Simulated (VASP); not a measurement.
# GaAs (F-43m) in VASP: notebook

Runs on GaAs. Level: PBE. Tasks: single point, relaxation of cell and atoms.

All numbers are computed with VASP 6.6.1; they aren't measurements. Logs are shortened: lines on timing, memory, paths and dates and some standing lists are left out, and cuts for length are marked.

## (1) The cell of the first run

The structure is cubic, space group F-43m (No. 216). Conventional cell: a = 5.367 Å, b = 5.367 Å, c = 5.367 Å, α = 90.00°, β = 90.00°, γ = 90.00°. Ga (site symmetry -43m) has 4 As at 2.32 Å within 3.1 Å. Within 3.1 Å of As (site symmetry -43m) lie 4 Ga at 2.32 Å.

## (2) Single point, PBE

Contents of INCAR:

```
SYSTEM = GaAs
ALGO = Normal
EDIFF = 1E-6
ENCUT = 520
GGA = PE
ISIF = 2
ISMEAR = 0
LASPH = .True.
LCHARG = .True.
LELF = .True.
LREAL = .False.
LVHAR = .True.
LWAVE = .False.
NBANDS = 16
NELM = 60
PREC = Accurate
SIGMA = 0.01
```

Contents of KPOINTS:

```
k-points
0
Gamma
  12 12 12
  0 0 0
```

Contents of POSCAR:

```
GaAs
1.0
    0.0000000000      2.6833805435      2.6833805435
    2.6833805435      0.0000000000      2.6833805435
    2.6833805435      2.6833805435      0.0000000000
Ga As
1 1
Direct
    0.0000000000      0.0000000000      0.0000000000
    0.2500000000      0.2500000000      0.2500000000
```

Potentials or basis: VASP PAW PBE potentials, release 64 (Ga_d, As).

Run with:

```bash
$ cat potpaw_PBE.64/Ga_d/POTCAR potpaw_PBE.64/As/POTCAR > POTCAR
$ mpirun -np 1 vasp_std > vasp.out
```

OUTCAR:

```text
SYSTEM = GaAs
   EDIFF = 1E-6
   ENCUT = 520
   GGA = PE
   ISIF = 2
   ISMEAR = 0
   LASPH = .True.
   LREAL = .False.
   NELM = 60
   PREC = Accurate

 ion  position               nearest neighbor table
   1  0.000  0.000  0.000-   2 2.32   2 2.32   2 2.32   2 2.32
   2  0.250  0.250  0.250-   1 2.32   1 2.32   1 2.32   1 2.32

  LATTYP: Found a face centered cubic cell.
 ALAT       =     5.3667610870

  Lattice vectors:

 A1 = (   0.0000000000,   2.6833805435,   2.6833805435)
 A2 = (   2.6833805435,   0.0000000000,   2.6833805435)
 A3 = (   2.6833805435,   2.6833805435,   0.0000000000)

Analysis of symmetry for initial positions (statically):
[... 5 lines left out ...]
 face centered cubic supercell.

 Subroutine GETGRP returns: Found 24 space group operations
 (whereof 24 operations were pure point group operations)
 out of a pool of 48 trial point group operations.

The static configuration has the point symmetry T_d .

Analysis of symmetry for dynamics (positions and initial velocities):
[... 5 lines left out ...]
 face centered cubic supercell.

 Subroutine GETGRP returns: Found 24 space group operations
 (whereof 24 operations were pure point group operations)
 out of a pool of 48 trial point group operations.

The dynamic configuration has the point symmetry T_d .

 Subroutine INISYM returns: Found 24 space group operations
 (whereof 24 operations are pure point group operations),
 and found     1 'primitive' translations

----------------------------------------------------------------------------------------

                                     Primitive cell

  volume of cell :      38.6435

  direct lattice vectors                    reciprocal lattice vectors
     0.000000000  2.683380544  2.683380544    -0.186332125  0.186332125  0.186332125
     2.683380544  0.000000000  2.683380544     0.186332125 -0.186332125  0.186332125
     2.683380544  2.683380544  0.000000000     0.186332125  0.186332125 -0.186332125

  length of vectors
     3.794873158  3.794873158  3.794873158     0.322736708  0.322736708  0.322736708

  position of ions in fractional coordinates (direct lattice)
     0.000000000  0.000000000  0.000000000
     0.250000000  0.250000000  0.250000000

  ion indices of the primitive-cell ions
   primitive index   ion index
                 1           1
                 2           2

----------------------------------------------------------------------------------------

 KPOINTS: k-points

Automatic generation of k-mesh.
 Grid dimensions read from file:
 generate k-points for:   12   12   12

 Generating k-lattice:

  Cartesian coordinates                     Fractional coordinates (reciprocal lattice)
    -0.015527677  0.015527677  0.015527677     0.083333333  0.000000000  0.000000000
     0.015527677 -0.015527677  0.015527677     0.000000000  0.083333333  0.000000000
     0.015527677  0.015527677 -0.015527677     0.000000000  0.000000000  0.083333333

  Length of vectors
     0.026894726  0.026894726  0.026894726

  Shift w.r.t. Gamma in fractional coordinates (k-lattice)
     0.000000000  0.000000000  0.000000000

 Subroutine IBZKPT returns following result:
 ===========================================

 Found     72 irreducible k-points:

 Following reciprocal coordinates:
            Coordinates               Weight
  0.000000  0.000000  0.000000      1.000000
  0.083333  0.000000  0.000000      8.000000
  0.166667  0.000000  0.000000      8.000000
  0.250000  0.000000  0.000000      8.000000
  0.333333  0.000000  0.000000      8.000000
  0.416667  0.000000  0.000000      8.000000
[... 16 lines left out ...]
  0.500000  0.166667  0.000000     24.000000
 -0.416667  0.166667  0.000000     24.000000
 [... further k-points ...]
   k-points           NKPTS =     72   k-points in BZ     NKDIM =     72   number of bands    NBANDS=     16
   number of dos      NEDOS =    301   number of ions     NIONS =      2
   total plane-waves  NPLWV =  21952
   dimension x,y,z NGX =    28 NGY =   28 NGZ =   28
   dimension x,y,z NGXF=    56 NGYF=   56 NGZF=   56
   ions per type =               1   1
   NGX,Y,Z   is equivalent  to a cutoff of  12.27, 12.27, 12.27 a.u.
   NGXF,Y,Z  is equivalent  to a cutoff of  24.53, 24.53, 24.53 a.u.
 SYSTEM =  GaAs
   PREC   = accura    normal or accurate (medium, high low for compatibility)
   ISTART =      0    job   : 0-new  1-cont  2-samecut
   ICHARG =      2    charge: 1-file 2-atom 10-const
   ISPIN  =      1    spin polarized calculation?
   LNONCOLLINEAR =      F non collinear calculations
   LSORBIT =      F    spin-orbit coupling
   LASPH  =      T    aspherical Exc in radial PAW
   ENCUT  =  520.0 eV  38.22 Ry    6.18 a.u.   7.06  7.06  7.06*2*pi/ulx,y,z
   NELM   =     60;   NELMIN=  2; NELMDL= -5     # of ELM steps
   EDIFF  = 0.1E-05   stopping-criterion for ELM
   LREAL  =      F    real-space projection
   EDIFFG = 0.1E-04   stopping-criterion for IOM
   NSW    =      0    number of steps for IOM
   IBRION =     -1    ionic relax: 0-MD 1-quasi-New 2-CG
   NFREE  =      0    steps in history (QN), initial steepest desc. (CG)
   ISIF   =      2    stress and relaxation
   ISYM   =      2    0-nonsym 1-usesym 2-fastsym
   POTIM  = 0.5000    time-step for ionic-motion
   TEBEG  =    0.0;   TEEND  =   0.0 temperature during run
   PSTRESS=    0.0 pullay stress
   NELECT =      18.0000    total number of electrons
   NUPDOWN=      -1.0000    fix difference up-down
   EMIN   =  10.00;   EMAX   =-10.00  energy-range for DOS
   EFERMI =   0.00;   METHOD = LEGACY
   ISMEAR =     0;   SIGMA  =   0.01  broadening in eV -4-tet -1-fermi 0-gaus
   EFERMI_NEDOS =   21; number of points for ismear=-14 and -15
   IALGO  =     38    algorithm
   IMIX   =      4    mixing-type and parameters
     AMIX     =   0.40;   BMIX     =  1.00
     AMIX_MAG =   1.60;   BMIX_MAG =  1.00
  volume/ion in A,a.u.               =      19.32       130.39
  Fermi-wavevector in a.u.,A,eV,Ry     =   1.269034  2.398127 21.911480  1.610448
  Thomas-Fermi vector in A             =   2.402097
   LORBIT       =      0    0 simple, 1 ext, 2 COOP (PROOUT), +10 PAW based schemes
   GGA     = PE    functional components
   LHFCALC =     F    Hartree Fock is set to
   AEXX    =    0.0000 exact exchange contribution
   IVDW    =     0    specifies the selected vdW correction
   LEPSILON=     F    determine dielectric tensor
   LRPA    =     F    only Hartree local field effects (RPA)
 non-spin polarized calculation
 Gauss-broadening in eV      SIGMA  =   0.01
  energy-cutoff  :      520.00
  volume of cell :       38.64
 maximum number of plane-waves:      1056
   NGX = 15   NGY = 15   NGZ = 15

 number of electron      17.9999988 magnetization

 Free energy of the ion-electron system (eV)
  ---------------------------------------------------
  ext. energy  EPLUGINS =         0.00000000
  ---------------------------------------------------
  free energy    TOTEN  =        -7.81081007 eV

  energy without entropy =       -7.81081007  energy(sigma->0) =       -7.81081007

 E-fermi :   5.5836     XC(G=0): -10.3108

 val. band max:        5.5375813159   @ k =   0.0000   0.0000   0.0000
 cond. band min:       6.6570637686   @ k =   0.5000   0.5000   0.0000
 fundamental gap:      1.1194824527
 Fermi energy:         5.5836044439

 k-point     1 :       0.0000    0.0000    0.0000
  band No.  band energies     occupation
      1      -9.6450      2.00000
      2      -9.6450      2.00000
      3      -9.6450      2.00000
      4      -9.5187      2.00000
      5      -9.5187      2.00000
      6      -8.4368      2.00000
[... 8 lines left out ...]
     15      16.0477      0.00000
     16      16.0477      0.00000

 k-point     2 :       0.0833    0.0000    0.0000
  band No.  band energies     occupation
      1      -9.6603      2.00000
      2      -9.6423      2.00000
      3      -9.6423      2.00000
      4      -9.5189      2.00000
      5      -9.5189      2.00000
      6      -8.3312      2.00000
[... 8 lines left out ...]
     15      15.3898      0.00000
     16      15.3898      0.00000

 k-point     3 :       0.1667    0.0000    0.0000
  band No.  band energies     occupation
      1      -9.6955      2.00000
      2      -9.6351      2.00000
      3      -9.6351      2.00000
      4      -9.5192      2.00000
      5      -9.5192      2.00000
      6      -8.0284      2.00000
[... 8 lines left out ...]
     15      14.7611      0.00000
     16      14.9863      0.00000

 k-point     4 :       0.2500    0.0000    0.0000
  band No.  band energies     occupation
      1      -9.7343      2.00000
      2      -9.6263      2.00000
      3      -9.6263      2.00000
      4      -9.5185      2.00000
      5      -9.5185      2.00000
      6      -7.5594      2.00000
[... 8 lines left out ...]
     15      14.7803      0.00000
     16      14.7803      0.00000

 k-point     5 :       0.3333    0.0000    0.0000
  band No.  band energies     occupation
      1      -9.7666      2.00000
      2      -9.6190      2.00000
      3      -9.6190      2.00000
      4      -9.5163      2.00000
      5      -9.5163      2.00000
      6      -6.9759      2.00000
[... 8 lines left out ...]
     15      15.5725      0.00000
     16      15.5725      0.00000

 k-point     6 :       0.4167    0.0000    0.0000
  band No.  band energies     occupation
      1      -9.7876      2.00000
      2      -9.6147      2.00000
      3      -9.6147      2.00000
      4      -9.5135      2.00000
      5      -9.5135      2.00000
      6      -6.4023      2.00000
[... 8 lines left out ...]
     15      16.9248      0.00000
     16      16.9248      0.00000

 k-point     7 :       0.5000    0.0000    0.0000
  band No.  band energies     occupation
      1      -9.7949      2.00000
      2      -9.6133      2.00000
      3      -9.6133      2.00000
      4      -9.5123      2.00000
      5      -9.5123      2.00000
      6      -6.1298      2.00000
[... 8 lines left out ...]
     15      18.1777      0.00000
     16      18.1777      0.00000

 k-point     8 :       0.0833    0.0833    0.0000
  band No.  band energies     occupation
      1      -9.6675      2.00000
      2      -9.6398      2.00000
      3      -9.6398      2.00000
      4      -9.5211      2.00000
      5      -9.5173      2.00000
      6      -8.2966      2.00000
[... 8 lines left out ...]
     15      14.6047      0.00000
     16      16.1683      0.00000

 k-point     9 :       0.1667    0.0833    0.0000
  band No.  band energies     occupation
      1      -9.6951      2.00000
      2      -9.6340      2.00000
      3      -9.6327      2.00000
      4      -9.5236      2.00000
      5      -9.5161      2.00000
      6      -8.0608      2.00000
[... 8 lines left out ...]
     15      15.2540      0.00000
     16      15.7838      0.00000
[... 172 lines left out ...]
 k-point    19 :       0.1667    0.1667    0.0000
  band No.  band energies     occupation
      1      -9.7151      2.00000
      2      -9.6252      2.00000
      3      -9.6252      2.00000
      4      -9.5291      2.00000
      5      -9.5135      2.00000
      6      -7.8972      2.00000
[... 8 lines left out ...]
     15      15.9406      0.00000
     16      16.5293      0.00000

 k-point    20 :       0.2500    0.1667    0.0000
  band No.  band energies     occupation
      1      -9.7420      2.00000
      2      -9.6171      2.00000
      3      -9.6155      2.00000
      4      -9.5334      2.00000
      5      -9.5113      2.00000
      6      -7.5515      2.00000
[... 8 lines left out ...]
     15      16.5362      0.00000
     16      16.8457      0.00000

 k-point    21 :       0.3333    0.1667    0.0000
  band No.  band energies     occupation
      1      -9.7675      2.00000
      2      -9.6113      2.00000
      3      -9.6068      2.00000
      4      -9.5345      2.00000
      5      -9.5095      2.00000
      6      -7.0549      2.00000
[... 8 lines left out ...]
     15      16.8750      0.00000
     16      16.9518      0.00000

 k-point    22 :       0.4167    0.1667    0.0000
  band No.  band energies     occupation
      1      -9.7870      2.00000
      2      -9.6080      2.00000
      3      -9.6012      2.00000
      4      -9.5317      2.00000
      5      -9.5087      2.00000
      6      -6.4754      2.00000
[... 8 lines left out ...]
     15      17.4238      0.00000
     16      18.0087      0.00000

 k-point    23 :       0.5000    0.1667    0.0000
  band No.  band energies     occupation
      1      -9.7977      2.00000
      2      -9.6069      2.00000
      3      -9.5993      2.00000
      4      -9.5263      2.00000
      5      -9.5102      2.00000
      6      -5.9835      2.00000
[... 8 lines left out ...]
     15      18.0855      0.00000
     16      18.1807      0.00000

 k-point    24 :      -0.4167    0.1667    0.0000
  band No.  band energies     occupation
      1      -9.7981      2.00000
      2      -9.6073      2.00000
      3      -9.6007      2.00000
      4      -9.5209      2.00000
      5      -9.5145      2.00000
      6      -5.8979      2.00000
[... 8 lines left out ...]
     15      16.4280      0.00000
     16      17.3335      0.00000

 [... further k-points ...]
[... 5 lines left out ...]
  --------------------------------------------------------------------------------------
  -------------------------------------------------------------------------------------
  Total        4.9042033      4.9042033      4.9042033      0.0000000      0.0000000      0.0000000
  in kB      203.3303709    203.3303709    203.3303709      0.0000000      0.0000000      0.0000000
  external PRESSURE =     203.3303709 kB  Pullay stress =       0.0000000 kB

 VOLUME and BASIS-vectors are now :
 -----------------------------------------------------------------------------
  energy-cutoff  :      520.00
  volume of cell :       38.64
      direct lattice vectors                 reciprocal lattice vectors
     0.000000000  2.683380544  2.683380544    -0.186332125  0.186332125  0.186332125
     2.683380544  0.000000000  2.683380544     0.186332125 -0.186332125  0.186332125
     2.683380544  2.683380544  0.000000000     0.186332125  0.186332125 -0.186332125

 POSITION                                       TOTAL-FORCE (eV/Angst)
 -----------------------------------------------------------------------------------
      0.00000      0.00000      0.00000        -0.000000     -0.000000     -0.000000
      1.34169      1.34169      1.34169         0.000000      0.000000      0.000000
 -----------------------------------------------------------------------------------
    total drift:                                0.000002      0.000002      0.000002

  FREE ENERGIE OF THE ION-ELECTRON SYSTEM (eV)
  ---------------------------------------------------
  free  energy   TOTEN  =        -7.8108100695 eV

  energy  without entropy=       -7.8108100695  energy(sigma->0) =       -7.81081007
```

It took 35 s on 1 thread of Intel Xeon 6975P-C, shared host; peak memory 0.19 GiB.

What came out:

| Quantity | Value |
| --- | --- |
| Free energy | -7.8108 eV |
| Pressure | 20.3 GPa |
| Band gap on the k mesh | 1.12 eV, indirect (least direct gap 1.76 eV) |

Levels at points of the mesh, in eV from the valence-band top:
| k point | band 5 | band 6 | band 7 | band 8 | band 9 | band 10 | band 11 | band 12 | band 13 | band 14 |
| --- | --- | --- | --- | --- | --- | --- | --- | --- | --- | --- |
| (0.00, 0.00, 0.00) | -15.06 | -13.97 | 0.00 | 0.00 | 0.00 | 1.76 | 3.74 | 3.74 | 3.74 | 8.08 |
| (0.50, 0.00, 0.00) | -15.05 | -11.67 | -7.60 | -1.40 | -1.40 | 1.46 | 4.64 | 4.64 | 7.82 | 11.63 |
| (0.50, 0.50, 0.00) | -15.04 | -10.72 | -7.63 | -3.29 | -3.29 | 1.12 | 1.50 | 11.46 | 11.46 | 12.52 |

## (3) Relaxation of cell and atoms, PBE, target pressure 10 GPa, at which the enthalpy is minimised

This run uses another cell than the first one, of 20.87 Å³/atom, 1.080 times its volume.

Contents of INCAR:

```
SYSTEM = GaAs
ALGO = Normal
EDIFF = 1E-7
EDIFFG = -0.008
ENCUT = 600
GGA = PE
IBRION = 2
ISIF = 3
ISMEAR = 0
LASPH = .True.
LCHARG = .False.
LREAL = .False.
LWAVE = .False.
NELM = 60
NSW = 70
PREC = Accurate
PSTRESS = 100.0
SIGMA = 0.01
```

Contents of KPOINTS:

```
k-points
0
Gamma
  10 10 10
  0 0 0
```

Contents of POSCAR:

```
GaAs
1.0
    0.0000000000      2.7531936927      2.7531936927
    2.7531936927      0.0000000000      2.7531936927
    2.7531936927      2.7531936927      0.0000000000
Ga As
1 1
Direct
    0.0000000000      0.0000000000      0.0000000000
    0.2500000000      0.2500000000      0.2500000000
```

Potentials or basis: VASP PAW PBE potentials, release 64 (Ga_d, As).

Run with:

```bash
$ cat potpaw_PBE.64/Ga_d/POTCAR potpaw_PBE.64/As/POTCAR > POTCAR
$ mpirun -np 1 vasp_std > vasp.out
```

Wall time 59 s (1 thread of Intel Xeon 6975P-C, shared host); peak memory 0.21 GiB.

Results (log left out):

```yaml
Free_energy: -8.1210 eV
Relaxed_volume: 21.00 Å³/atom
Relaxed_cell: a = 3.902 Å, b = 3.902 Å, c = 3.902 Å, α = 60.00°, β = 60.00°, γ = 60.00°
Space_group_after_relaxing_to_0.05_Å: F-43m (No. 216)
Energy_change_on_relaxing_the_enthalpy_is_what_falls: -8.6 meV/atom
Ionic_steps: 3
Pressure_after_relaxing: 10.0 GPa
Band_gap_on_the_k_mesh: 1.08 eV, direct
```

Step by step:
| step | energy change (eV) | largest force (eV/Å) | pressure (GPa) | volume (Å³) |
| --- | --- | --- | --- | --- |
| 1 | 0.0000 | 0.0000 | 10.68 | 41.74 |
| 2 | -0.0335 | 0.0000 | 9.36 | 42.27 |
| 3 | -0.0172 | 0.0000 | 9.99 | 42.01 |

Final structure:
```
Ga As
1.0
     0.00000    2.75905    2.75905
     2.75905    0.00000    2.75905
     2.75905    2.75905    0.00000
Ga As
1 1
Direct
  0.00000 0.00000 0.00000
  0.25000 0.25000 0.25000
```

Levels at points of the mesh, in eV from the valence-band top:
| k point | band 5 | band 6 | band 7 | band 8 | band 9 | band 10 | band 11 | band 12 | band 13 |
| --- | --- | --- | --- | --- | --- | --- | --- | --- | --- |
| (0.00, 0.00, 0.00) | -14.86 | -13.28 | 0.00 | 0.00 | 0.00 | 1.08 | 3.74 | 3.74 | 3.74 |
| (0.50, 0.00, 0.00) | -14.85 | -11.27 | -7.06 | -1.26 | -1.26 | 1.21 | 4.65 | 4.65 | 7.81 |
| (0.50, 0.50, 0.00) | -14.84 | -10.44 | -7.18 | -2.95 | -2.95 | 1.32 | 1.60 | 10.76 | 10.76 |

Caveat: the cell is relaxed towards a set pressure, so the enthalpy falls and the energy may rise. A k mesh can miss the band edges.

## (4) Relaxation of cell and atoms, PBE, target pressure 5 GPa, at which the enthalpy is minimised

This run uses another cell than the first one, of 22.05 Å³/atom, 1.141 times its volume.

Edit INCAR of step 3 so:

```diff
@@ -2,3 +2,3 @@
 ALGO = Normal
-EDIFF = 1E-7
+EDIFF = 1E-6
 EDIFFG = -0.008
@@ -16,3 +16,3 @@
 PREC = Accurate
-PSTRESS = 100.0
+PSTRESS = 50.0
 SIGMA = 0.01
```

KPOINTS is that of step 3.

Contents of POSCAR:

```
GaAs
1.0
    0.0000000000      2.8039625437      2.8039625437
    2.8039625437      0.0000000000      2.8039625437
    2.8039625437      2.8039625437      0.0000000000
Ga As
1 1
Direct
    0.0000000000      0.0000000000      0.0000000000
    0.2500000000      0.2500000000      0.2500000000
```

Run with:

```bash
$ cat potpaw_PBE.64/Ga_d/POTCAR potpaw_PBE.64/As/POTCAR > POTCAR
$ mpirun -np 1 vasp_std > vasp.out
```

It took 47 s on 1 thread of Intel Xeon 6975P-C, shared host; peak memory 0.21 GiB.

It converged, with:

| Property | Result |
| --- | --- |
| Free energy | -8.2280 eV |
| Relaxed volume | 22.16 Å³/atom |
| Relaxed cell | a = 3.972 Å, b = 3.972 Å, c = 3.972 Å, α = 60.00°, β = 60.00°, γ = 60.00° |
| Space group after relaxing (to 0.05 Å) | F-43m (No. 216) |
| Energy change on relaxing (the enthalpy is what falls) | -3.8 meV/atom |
| Ionic steps | 3 |
| Pressure after relaxing | 5.0 GPa |
| Band gap on the k mesh | 0.67 eV, direct |

The path:
```tsv
step	energy change (eV)	largest force (eV/Å)	pressure (GPa)	volume (Å³)
1	0.0000	0.0000	5.42	44.09
2	-0.0117	0.0000	4.67	44.46
3	-0.0075	0.0000	5.01	44.32
```

Final structure:
```yaml
crystal:
  lattice:
    - [0.00000, 2.80886, 2.80886]
    - [2.80886, 0.00000, 2.80886]
    - [2.80886, 2.80886, 0.00000]
  atoms:
    - { symbol: Ga, position: [0.00000, 0.00000, 0.00000] }
    - { symbol: As, position: [0.25000, 0.25000, 0.25000] }
```

Levels at points of the mesh, in eV from the valence-band top:
| k point | band 6 | band 7 | band 8 | band 9 | band 10 | band 11 | band 12 | band 13 |
| --- | --- | --- | --- | --- | --- | --- | --- | --- |
| (0.00, 0.00, 0.00) | -12.87 | 0.00 | 0.00 | 0.00 | 0.67 | 3.73 | 3.73 | 3.73 |
| (0.50, 0.00, 0.00) | -11.04 | -6.74 | -1.17 | -1.17 | 1.05 | 4.64 | 4.64 | 7.77 |
| (0.50, 0.50, 0.00) | -10.27 | -6.91 | -2.75 | -2.75 | 1.43 | 1.64 | 10.32 | 10.32 |

Caveat: the cell is relaxed towards a set pressure, so the enthalpy falls and the energy may rise.

(Part 1 of 2 ends here.)
